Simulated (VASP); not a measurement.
A run of VASP 6.6.1 is set up as follows.

INCAR

```
SYSTEM = Ni
ALGO     = Normal         ! electronic algorithm
EDIFF    = 1E-6           ! SCF threshold, eV
ENCUT    = 520            ! plane-wave cutoff, eV
GGA      = PE             ! functional
ISIF     = 2              ! what is computed and relaxed
ISMEAR   = 0              ! smearing method
ISPIN    = 2              ! spin polarisation
LASPH    = .True.         ! aspherical terms in the spheres
LCHARG   = .False.        ! write CHGCAR
LMAXMIX  = 4              ! l up to which the mixer works
LORBIT   = 11             ! projections on sites
LREAL    = .False.        ! projectors in reciprocal space
LWAVE    = .False.        ! write WAVECAR
MAGMOM   = 0.672          ! initial moments
NBANDS   = 15             ! bands
NELM     = 150            ! most SCF steps
PREC     = Accurate       ! precision mode
SIGMA    = 1.0            ! smearing width, eV
```

The input KPOINTS:

```
k-points
0
Gamma
  15 15 15
  0 0 0
```

The input POSCAR:

```
Ni
1.0
    0.0000000000      1.7596893266      1.7596893266
    1.7596893266      0.0000000000      1.7596893266
    1.7596893266      1.7596893266      0.0000000000
Ni
1
Direct
    0.0000000000      0.0000000000      0.0000000000
```

Potentials or basis: VASP PAW PBE potentials, release 64 (Ni).

Run with:

```bash
$ cat potpaw_PBE.64/Ni/POTCAR > POTCAR
$ mpirun -np 1 vasp_std > vasp.out
```

(1) Estimate the pressure.

(2) What does it give for the net moment?

(3) Predict the band gap on the k mesh.

## Answers

(1) 3.5 GPa.

(2) 0.00 μB per cell.

(3) zero (filled and empty bands overlap).

Caveat: the cell stands under pressure; so wide a smearing shifts energies and pressures.
